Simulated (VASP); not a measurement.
# GaP (F-43m) in VASP: settings compared

Aim: see how the results for GaP move with the level of theory and the settings. Levels: PBEsol, r2SCAN-based global hybrid with 10 % exact exchange, r2SCAN-based global hybrid with 15 % exact exchange. Tasks: single point.

All numbers are computed with VASP 6.6.1; they aren't measurements. Logs are shortened: lines on timing, memory, paths and dates and some standing lists are left out, and cuts for length are marked.

**The experiment to reproduce.**

From “Stacking defects in GaP nanowires: Electronic structure and optical properties”, 2018, arxiv:1810.01194, for a bulk crystal of GaP at 10 K: band gap 2.34 eV (indirect).

The runs below are set against these values where they give the same quantity.

## Step 1: The cell of the first run

The structure is cubic, space group F-43m (No. 216). The conventional cell has a = 5.451 Å, b = 5.451 Å, c = 5.451 Å, α = 90.00°, β = 90.00°, γ = 90.00°. Ga (site symmetry -43m) has 4 P at 2.36 Å within 3.1 Å. Within 3.1 Å of P (site symmetry -43m) lie 4 Ga at 2.36 Å.

## Step 2: Single point, PBEsol, non-collinear spin, zero start, spin-orbit coupling

File INCAR:

```
PREC = Accurate
ENCUT = 520
EDIFF = 1E-6
ISMEAR = -1
SIGMA = 0.05
LREAL = F
LASPH = T
NELM = 150
ALGO = Normal
ISIF = 2
LWAVE = F
LCHARG = F
MAGMOM = 0 0 0 0 0 0
LORBIT = 11
LSORBIT = T
GGA_COMPAT = F
LORBMOM = T
GGA = PS
NBANDS = 30
```

File KPOINTS:

```
regular mesh
0
Gamma
  8 8 8
```

File POSCAR:

```
GaP
1.0
    0.0000000000      2.7252500000      2.7252500000
    2.7252500000      0.0000000000      2.7252500000
    2.7252500000      2.7252500000      0.0000000000
Ga P
1 1
Direct
    0.0000000000      0.0000000000      0.0000000000
    0.7500000000      0.7500000000      0.7500000000
```

Potentials or basis: VASP PAW PBE potentials, release 64 (Ga_d, P).

Command:

```sh
$ cat potpaw_PBE.64/Ga_d/POTCAR potpaw_PBE.64/P/POTCAR > POTCAR
$ mpirun -np 1 vasp_ncl > vasp.out
```

OUTCAR:

```text
PREC = Accurate
   ENCUT = 520
   EDIFF = 1E-6
   ISMEAR = -1
   LREAL = F
   LASPH = T
   NELM = 150
   ISIF = 2
   LORBIT = 11
   LSORBIT = T
   GGA = PS

 ion  position               nearest neighbor table
   1  0.000  0.000  0.000-   2 2.36   2 2.36   2 2.36   2 2.36
   2  0.750  0.750  0.750-   1 2.36   1 2.36   1 2.36   1 2.36

  LATTYP: Found a face centered cubic cell.
 ALAT       =     5.4505000000

  Lattice vectors:

 A1 = (   0.0000000000,   2.7252500000,   2.7252500000)
 A2 = (   2.7252500000,   0.0000000000,   2.7252500000)
 A3 = (   2.7252500000,   2.7252500000,   0.0000000000)

Analysis of symmetry for initial positions (statically):
=====================================================================
 Subroutine PRICEL returns:
 Original cell was already a primitive cell.

 Routine SETGRP: Setting up the symmetry group for a
 face centered cubic supercell.

 Subroutine GETGRP returns: Found 24 space group operations
 (whereof 24 operations were pure point group operations)
 out of a pool of 48 trial point group operations.

The static configuration has the point symmetry T_d .

Analysis of symmetry for dynamics (positions and initial velocities):
=====================================================================
 Subroutine PRICEL returns:
 Original cell was already a primitive cell.

 Routine SETGRP: Setting up the symmetry group for a
 face centered cubic supercell.

 Subroutine GETGRP returns: Found 24 space group operations
 (whereof 24 operations were pure point group operations)
 out of a pool of 48 trial point group operations.

The dynamic configuration has the point symmetry T_d .

Analysis of structural, dynamic, and magnetic symmetry:
=====================================================================
 Subroutine PRICEL returns:
 Original cell was already a primitive cell.

 Routine SETGRP: Setting up the symmetry group for a
 face centered cubic supercell.

 Subroutine GETGRP returns: Found 24 space group operations
 (whereof 24 operations were pure point group operations)
 out of a pool of 48 trial point group operations.

The overall configuration has the point symmetry T_d .

 Subroutine INISYM returns: Found 24 space group operations
 (whereof 24 operations are pure point group operations),
 and found     1 'primitive' translations

----------------------------------------------------------------------------------------

                                     Primitive cell

  volume of cell :      40.4808

  direct lattice vectors                    reciprocal lattice vectors
     0.000000000  2.725250000  2.725250000    -0.183469406  0.183469406  0.183469406
     2.725250000  0.000000000  2.725250000     0.183469406 -0.183469406  0.183469406
     2.725250000  2.725250000  0.000000000     0.183469406  0.183469406 -0.183469406

  length of vectors
     3.854085511  3.854085511  3.854085511     0.317778334  0.317778334  0.317778334

  position of ions in fractional coordinates (direct lattice)
     0.000000000  0.000000000  0.000000000
     0.750000000  0.750000000  0.750000000

  ion indices of the primitive-cell ions
   primitive index   ion index
                 1           1
                 2           2

----------------------------------------------------------------------------------------

 KPOINTS: regular mesh

Automatic generation of k-mesh.
 Grid dimensions read from file:
 generate k-points for:    8    8    8

 Generating k-lattice:

  Cartesian coordinates                     Fractional coordinates (reciprocal lattice)
    -0.022933676  0.022933676  0.022933676     0.125000000  0.000000000  0.000000000
     0.022933676 -0.022933676  0.022933676     0.000000000  0.125000000  0.000000000
     0.022933676  0.022933676 -0.022933676     0.000000000  0.000000000  0.125000000

  Length of vectors
     0.039722292  0.039722292  0.039722292

  Shift w.r.t. Gamma in fractional coordinates (k-lattice)
     0.000000000  0.000000000  0.000000000

 Subroutine IBZKPT returns following result:
 ===========================================

 Found     43 irreducible k-points:

 Following reciprocal coordinates:
            Coordinates               Weight
  0.000000  0.000000  0.000000      1.000000
  0.125000  0.000000  0.000000      4.000000
 -0.125000  0.000000  0.000000      4.000000
  0.250000  0.000000  0.000000      4.000000
 -0.250000  0.000000  0.000000      4.000000
  0.375000  0.000000  0.000000      4.000000
[... 32 lines left out ...]
   LNONCOLLINEAR =      T non collinear calculations
   LSORBIT =      T    spin-orbit coupling
   LASPH  =      T    aspherical Exc in radial PAW
   ENCUT  =  520.0 eV  38.22 Ry    6.18 a.u.   7.17  7.17  7.17*2*pi/ulx,y,z
   NELM   =    150;   NELMIN=  2; NELMDL= -5     # of ELM steps
   EDIFF  = 0.1E-05   stopping-criterion for ELM
   LREAL  =      F    real-space projection
[... 7 lines left out ...]
   TEBEG  =    0.0;   TEEND  =   0.0 temperature during run
   PSTRESS=    0.0 pullay stress
   NELECT =      18.0000    total number of electrons
   NUPDOWN=      -1.0000    fix difference up-down
   EMIN   =  10.00;   EMAX   =-10.00  energy-range for DOS
   EFERMI =   0.00;   METHOD = LEGACY
   ISMEAR =    -1;   SIGMA  =   0.05  broadening in eV -4-tet -1-fermi 0-gaus
   EFERMI_NEDOS =   21; number of points for ismear=-14 and -15
   IALGO  =     38    algorithm
   IMIX   =      4    mixing-type and parameters
     AMIX     =   0.40;   BMIX     =  1.00
     AMIX_MAG =   1.60;   BMIX_MAG =  1.00
  volume/ion in A,a.u.               =      20.24       136.59
  Fermi-wavevector in a.u.,A,eV,Ry     =   1.249538  2.361284 21.243377  1.561344
  Thomas-Fermi vector in A             =   2.383574
   LORBIT       =     11    0 simple, 1 ext, 2 COOP (PROOUT), +10 PAW based schemes
   GGA     = PS    functional components
   LHFCALC =     F    Hartree Fock is set to
   AEXX    =    0.0000 exact exchange contribution
   IVDW    =     0    specifies the selected vdW correction
   LEPSILON=     F    determine dielectric tensor
   LRPA    =     F    only Hartree local field effects (RPA)
  energy-cutoff  :      520.00
  volume of cell :       40.48
 maximum number of plane-waves:      2212
 NGX is ok and might be reduce to    30
   NGX = 15   NGY = 15   NGZ = 15

 number of electron      18.0000000 magnetization       0.0000000      0.0000000      0.0000000

 number of electron      17.9999989 magnetization      -0.0000000     -0.0000000      0.0000000

 number of electron      17.9999989 magnetization       0.0000000     -0.0000000      0.0000000

 Free energy of the ion-electron system (eV)
  ---------------------------------------------------
  ext. energy  EPLUGINS =         0.00000000
  ---------------------------------------------------
  free energy    TOTEN  =        -9.92686576 eV

  energy without entropy =       -9.92686574  energy(sigma->0) =       -9.92686575

 E-fermi :   5.3046     XC(G=0): -10.0212

 val. band max:        4.5955377330   @ k =   0.0000   0.0000   0.0000
 cond. band min:       6.0851239467   @ k =   0.5000   0.5000   0.0000
 fundamental gap:      1.4895862137
 Fermi energy:         5.3045832383

 k-point     1 :       0.0000    0.0000    0.0000
  band No.  band energies     occupation
      1     -10.2082      1.00000
      2     -10.2082      1.00000
      3     -10.2082      1.00000
      4     -10.2082      1.00000
      5      -9.7914      1.00000
      6      -9.7914      1.00000
[... 781 lines left out ...]
     29      16.3269      0.00000
     30      16.3316      0.00000

 [... further k-points ...]

------------------------ aborting loop because EDIFF is reached ----------------------------------------

  FORCE on cell =-STRESS in cart. coord.  units (eV):
  Direction    XX          YY          ZZ          XY          YZ          ZX
  --------------------------------------------------------------------------------------
  -------------------------------------------------------------------------------------
  Total       -0.1845198     -0.1845198     -0.1845198      0.0000000      0.0000000     -0.0000000
  in kB       -7.3030528     -7.3030528     -7.3030528      0.0000000      0.0000000     -0.0000000
  external PRESSURE =      -7.3030528 kB  Pullay stress =       0.0000000 kB

 VOLUME and BASIS-vectors are now :
 -----------------------------------------------------------------------------
  energy-cutoff  :      520.00
  volume of cell :       40.48
      direct lattice vectors                 reciprocal lattice vectors
     0.000000000  2.725250000  2.725250000    -0.183469406  0.183469406  0.183469406
     2.725250000  0.000000000  2.725250000     0.183469406 -0.183469406  0.183469406
     2.725250000  2.725250000  0.000000000     0.183469406  0.183469406 -0.183469406

 POSITION                                       TOTAL-FORCE (eV/Angst)
 -----------------------------------------------------------------------------------
      0.00000      0.00000      0.00000        -0.000000      0.000000      0.000000
      4.08788      4.08788      4.08788         0.000000     -0.000000     -0.000000
 -----------------------------------------------------------------------------------
    total drift:                               -0.000000     -0.000000     -0.000000

  FREE ENERGIE OF THE ION-ELECTRON SYSTEM (eV)
  ---------------------------------------------------
  free  energy   TOTEN  =        -9.9268657550 eV

  energy  without entropy=       -9.9268657447  energy(sigma->0) =       -9.92686575

 orbital moment (x)

 # of ion     p       d       tot
 ----------------------------------------
  1         0.000   0.000   0.000
  2        -0.000   0.000  -0.000
 ----------------------------------------
            0.000   0.000   0.000

 orbital moment (y)

 # of ion     p       d       tot
 ----------------------------------------
  1        -0.000  -0.000  -0.000
  2         0.000   0.000   0.000
 ----------------------------------------
           -0.000  -0.000  -0.000

 orbital moment (z)

 # of ion     p       d       tot
 ----------------------------------------
  1         0.000   0.000   0.000
  2         0.000   0.000   0.000
 ----------------------------------------
            0.000   0.000   0.000

 Spin-Orbit-Coupling matrix elements

 Ion:    1  E_soc:     -0.0117987
 l=   1
     0.0000000    -0.0011081    -0.0011081
    -0.0011081     0.0000000    -0.0011081
    -0.0011081    -0.0011081     0.0000000
 l=   2
     0.0000000    -0.0001748     0.0000000    -0.0001748    -0.0006836
    -0.0001748     0.0000000    -0.0005127    -0.0001748    -0.0001709
     0.0000000    -0.0005127     0.0000000    -0.0005127     0.0000000
    -0.0001748    -0.0001748    -0.0005127     0.0000000    -0.0001709
    -0.0006836    -0.0001709     0.0000000    -0.0001709     0.0000000
 l=   3
     0.0000000     0.0000000     0.0000000     0.0000000     0.0000000     0.0000000     0.0000000
     0.0000000     0.0000000     0.0000000     0.0000000     0.0000000     0.0000000     0.0000000
     0.0000000     0.0000000     0.0000000     0.0000000     0.0000000     0.0000000     0.0000000
     0.0000000     0.0000000     0.0000000     0.0000000     0.0000000     0.0000000     0.0000000
     0.0000000     0.0000000     0.0000000     0.0000000     0.0000000     0.0000000     0.0000000
     0.0000000     0.0000000     0.0000000     0.0000000     0.0000000     0.0000000     0.0000000
     0.0000000     0.0000000     0.0000000     0.0000000     0.0000000     0.0000000     0.0000000

 Ion:    2  E_soc:     -0.0008917
 l=   1
     0.0000000    -0.0001486    -0.0001486
    -0.0001486     0.0000000    -0.0001486
    -0.0001486    -0.0001486     0.0000000
 l=   2
     0.0000000     0.0000000     0.0000000     0.0000000     0.0000000
     0.0000000     0.0000000     0.0000000     0.0000000     0.0000000
     0.0000000     0.0000000     0.0000000     0.0000000     0.0000000
     0.0000000     0.0000000     0.0000000     0.0000000     0.0000000
     0.0000000     0.0000000     0.0000000     0.0000000     0.0000000
 l=   3
     0.0000000     0.0000000     0.0000000     0.0000000     0.0000000     0.0000000     0.0000000
     0.0000000     0.0000000     0.0000000     0.0000000     0.0000000     0.0000000     0.0000000
     0.0000000     0.0000000     0.0000000     0.0000000     0.0000000     0.0000000     0.0000000
     0.0000000     0.0000000     0.0000000     0.0000000     0.0000000     0.0000000     0.0000000
     0.0000000     0.0000000     0.0000000     0.0000000     0.0000000     0.0000000     0.0000000
     0.0000000     0.0000000     0.0000000     0.0000000     0.0000000     0.0000000     0.0000000
     0.0000000     0.0000000     0.0000000     0.0000000     0.0000000     0.0000000     0.0000000

 total charge

# of ion       s       p       d       tot
------------------------------------------
    1        0.864   0.853  10.012  11.729
    2        1.018   1.508   0.000   2.526
--------------------------------------------------
tot          1.882   2.361  10.012  14.255

 magnetization (x)

# of ion       s       p       d       tot
------------------------------------------
    1       -0.000   0.000   0.000  -0.000
    2        0.000   0.000   0.000   0.000
--------------------------------------------------
tot         -0.000   0.000   0.000   0.000

 magnetization (y)

# of ion       s       p       d       tot
------------------------------------------
    1        0.000   0.000   0.000   0.000
    2        0.000  -0.000   0.000  -0.000
--------------------------------------------------
tot          0.000  -0.000   0.000  -0.000

 magnetization (z)

# of ion       s       p       d       tot
------------------------------------------
    1       -0.000   0.000   0.000   0.000
    2        0.000  -0.000   0.000   0.000
--------------------------------------------------
tot          0.000  -0.000   0.000   0.000
```

Wall time 3 min (1 thread of Intel Xeon Platinum 8175M at 2.50GHz (Skylake/Cascade Lake), shared host); peak memory 0.32 GiB.

Results:

- Free energy: -9.9269 eV
- Pressure: -0.7 GPa
- Net moment: 0.00 μB per cell
- Valence electrons inside the program's atomic spheres: Ga 11.73; P 2.53

Moments on the atoms (μB; x, y, z):
```
Ga  0.00 0.00 0.00
P   0.00 0.00 0.00
```

Caveat: the PAW data sets were made with another functional, which shifts forces and pressure a little.

(Part 1 of 2 ends here.)
